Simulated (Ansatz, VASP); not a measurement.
One calculation of Bi, two programs

The input INCAR:

```
ALGO = Normal
EDIFF = 1E-6
ENCUT = 520
GGA = PE
ISIF = 2
ISMEAR = 0
LASPH = T
LCHARG = F
LREAL = F
LWAVE = F
NBANDS = 14
NELM = 100
PREC = Accurate
SIGMA = 0.05
```

Contents of KPOINTS:

```
k-points
0
Gamma
  6 6 6
```

The input POSCAR:

```
Bi
1.0
    0.0000000000      2.6057589310      2.6057589310
    2.6057589310      0.0000000000      2.6057589310
    2.6057589310      2.6057589310      0.0000000000
Bi
1
Direct
    0.0000000000      0.0000000000      0.0000000000
```

Input for Ansatz:

```yaml
crystal:
  lattice:
    - [0.0, 2.605758931, 2.605758931]
    - [2.605758931, 0.0, 2.605758931]
    - [2.605758931, 2.605758931, 0.0]
  atoms:
    - { symbol: Bi, position: [0.0, 0.0, 0.0] }
basis:
  ecutwfc: 420
  ecutrho_ratio: 4
kpoints:
  mp_grid: { grid: [6, 6, 6] }
hamiltonian:
  xc: pbe
scf:
  occupations: { method: gaussian, width: 0.05 }
output:
  forces: true
  stress: true
  eigenvalues: true
```

Alike in both runs: task single point; functional PBE; k mesh 6 × 6 × 6; occupations gaussian, width 0.05 eV; no spin polarisation.

|  | VASP | Ansatz |
| --- | --- | --- |
| version | VASP 6.6.1 | Ansatz 0.2.0 |
| potentials or method | VASP PAW PBE potentials, release 64 (Bi_d), cutoff 520 eV | scalar-relativistic, plane waves, PAW |
| valence electrons in the cell | 15 | 15 |

```tsv
	VASP	Ansatz	Ansatz less VASP
gap on the k mesh at the Fermi level (eV)	none	none	-
pressure (GPa)	-4.8	-4.7	+0.05
```

A gap of «none» marks a metal or a gap that the smearing closes. With one functional, cell and mesh, what is left measures potentials, basis and numerics.

Neither program's run includes spin-orbit coupling.
